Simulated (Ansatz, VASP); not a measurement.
# Two plane-wave programs on Cu

INCAR

```
SYSTEM = Cu
  ALGO = Normal
  EDIFF = 1E-7
  ENCUT = 520
  GGA = PE
  ISIF = 2
  ISMEAR = 0
  LASPH = .True.
  LCHARG = .True.
  LELF = .True.
  LREAL = .False.
  LVHAR = .True.
  LWAVE = .False.
  NBANDS = 12
  NELM = 80
  PREC = Accurate
  SIGMA = 0.1
```

The input KPOINTS:

```
k-points
0
Gamma
  12 12 12
  0 0 0
```

File POSCAR:

```
Cu
1.0
   -1.4427933200      1.4427933200      1.3760814500
    1.4427933200     -1.4427933200      1.3760814500
    1.4427933200      1.4427933200     -1.3760814500
Cu
1
Direct
    0.0000000000      0.0000000000      0.0000000000
```

Input for Ansatz:

```yaml
crystal:
  lattice:
    - [-1.44279332, 1.44279332, 1.37608145]
    - [1.44279332, -1.44279332, 1.37608145]
    - [1.44279332, 1.44279332, -1.37608145]
  atoms:
    - { symbol: Cu, position: [0.0, 0.0, 0.0] }
basis:
  ecutwfc: 420
kpoints:
  mp_grid: { grid: [12, 12, 12] }
hamiltonian:
  xc: pbe
scf:
  occupations: { method: gaussian, width: 0.1 }
output:
  forces: true
  stress: true
  eigenvalues: true
```

Alike in both runs: task single point; functional PBE; k mesh 12 × 12 × 12; occupations gaussian, width 0.1 eV; no spin polarisation.

|  | VASP | Ansatz |
| --- | --- | --- |
| version | VASP 6.6.1 | Ansatz 0.2.0 |
| potentials or method | VASP PAW PBE potentials, release 64 (Cu), cutoff 520 eV | scalar-relativistic, plane waves, PAW |
| valence electrons in the cell | 11 | 19 |

```csv
,VASP,Ansatz,Ansatz less VASP
gap on the k mesh at the Fermi level (eV),none,none,-
pressure (GPa),7.7,7.2,-0.56
"traceless stress, the component that is largest in VASP (GPa)",-1.14,-1.15,-0.017
```

A gap of «none» marks a metal or a gap that the smearing closes. VASP's potentials hold 11 valence electrons a cell and Ansatz's 19, so a difference there can come from the potentials and not from the codes.
